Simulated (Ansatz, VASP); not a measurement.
**One calculation of Pd, two programs**

Contents of INCAR:

```
ALGO = Normal
EDIFF = 1E-6
ENCUT = 520
GGA = CA
ISIF = 2
ISMEAR = -1
LASPH = T
LCHARG = T
LELF = T
LREAL = F
LVHAR = T
LWAVE = F
NBANDS = 22
NELM = 100
PREC = Accurate
SIGMA = 0.1
```

File KPOINTS:

```
k-points
0
Gamma
  9 9 14
```

File POSCAR:

```
Pd
1.0
    4.3249190784      0.0000000000      0.0000000000
   -2.1624595392      3.7454897912      0.0000000000
    0.0000000000      0.0000000000      2.5727238680
Pd
3
Direct
    0.0000000000      0.0000000000      0.0000000000
    0.3333333333      0.6666666667      0.5000000000
    0.6666666667      0.3333333333      0.5000000000
```

Input for Ansatz:

```yaml
crystal:
  lattice:
    - [4.3249190784, 0.0, 0.0]
    - [-2.1624595392, 3.7454897912, 0.0]
    - [0.0, 0.0, 2.572723868]
  atoms:
    - { symbol: Pd, position: [0.0, 0.0, 0.0] }
    - { symbol: Pd, position: [0.3333333333, 0.6666666667, 0.5] }
    - { symbol: Pd, position: [0.6666666667, 0.3333333333, 0.5] }
hamiltonian:
  xc: lda
  pseudopotentials:
    kind: paw
    azcp:
      Pd: "pseudopotentials/Pd.paw.azcp"
basis:
  ecutwfc: 420
  fft_grid_basis: typed
kpoints:
  mp_grid: { grid: [9, 9, 14], shift: [0, 0, 0] }
magnetization:
  spin_polarized: false
scf:
  occupations: { method: fermi_dirac, width: 0.1 }
  lower_state_search: "off"
output:
  stress: true
```

Alike in both runs: task single point; functional LDA; k mesh 9 × 9 × 14; occupations fermi-dirac, width 0.1 eV; no spin polarisation.

|  | VASP | Ansatz |
| --- | --- | --- |
| version | VASP 6.6.1 | Ansatz 0.2.0 |
| potentials or method | VASP PAW LDA potentials, release 64 (Pd), cutoff 520 eV | plane waves (420 eV) with PAW, scalar-relativistic |
| valence electrons in the cell | 30 | 54 |

Ansatz gave:

```
pressure (GPa)                                                : 9.9
traceless stress, the component that is largest in VASP (GPa) : 0.45
```

**Question.** What did VASP give for the same quantities?

**Answer.** Pressure (GPa): 10.1; traceless stress, the component that is largest in VASP (GPa): 0.47.

Ansatz warns that its potentials were made for another functional, while VASP's fit it. LDA's correlation is that of Perdew and Zunger in VASP and of Perdew and Wang (1992) in Ansatz. VASP's potentials hold 30 valence electrons a cell and Ansatz's 54, so a difference there can come from the potentials and not from the codes.
